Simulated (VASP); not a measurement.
Sb:

```
Sb
1.0
     3.30920    0.00000    0.00000
    -1.65460    2.86585    0.00000
     0.00000    0.00000    5.39623
Sb
2
Direct
  0.66667 0.33333 0.75000
  0.33333 0.66667 0.25000
```

Base run:

- Program: VASP 6.6.1
- Functional: r2SCAN
- Potentials or basis: VASP PAW PBE potentials, release 64 (Sb)
- Cutoff: 520 eV
- k mesh: 9 × 9 × 5
- Occupations: fermi-dirac, width 0.05 eV
- Spin: no spin polarisation

Its results: band gap on the k mesh zero (band 5 reaches 13.78 eV, above the bottom of band 6 at 6.06 eV); pressure 3.5 GPa.

**Question.** The run is repeated on the same cell with these changes: functional from r2SCAN to LDA; potentials or basis from VASP PAW PBE potentials, release 64 (Sb) to VASP PAW LDA potentials, release 64 (Sb). What comes out?

**Answer.** Band gap on the k mesh zero (band 5 reaches 13.41 eV, above the bottom of band 6 at 6.20 eV); pressure -0.1 GPa.

Caveats: spin-orbit coupling is left out, which moves the levels of the heavy elements; the PAW data sets were made with another functional, which shifts forces and pressure a little (some runs).
